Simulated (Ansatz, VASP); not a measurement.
**Rb in VASP and in Ansatz**

```
CELL_PARAMETERS angstrom
-2.83501 2.83501 2.83501
2.83501 -2.83501 2.83501
2.83501 2.83501 -2.83501
ATOMIC_POSITIONS crystal
Rb 0.00000 0.00000 0.00000
```

Alike in both runs: functional PBE; k mesh 10 × 10 × 10; occupations gaussian, width 0.1 eV; no spin polarisation.

Ansatz relaxed the structure, and its values are those at the end. VASP's run is a single point on that final structure, the one shown.

```csv
,VASP,Ansatz
version,VASP 6.6.1,Ansatz 0.2.0
potentials or method,"VASP PAW PBE potentials, release 64 (Rb_sv), cutoff 520 eV","scalar-relativistic, plane waves, PAW"
valence electrons in the cell,9,9
```

```tsv
	VASP	Ansatz	Ansatz less VASP
gap on the k mesh at the Fermi level (eV)	none	none	-
pressure (GPa)	0.0	0.0	0.00
```

A gap of «none» marks a metal or a gap that the smearing closes.
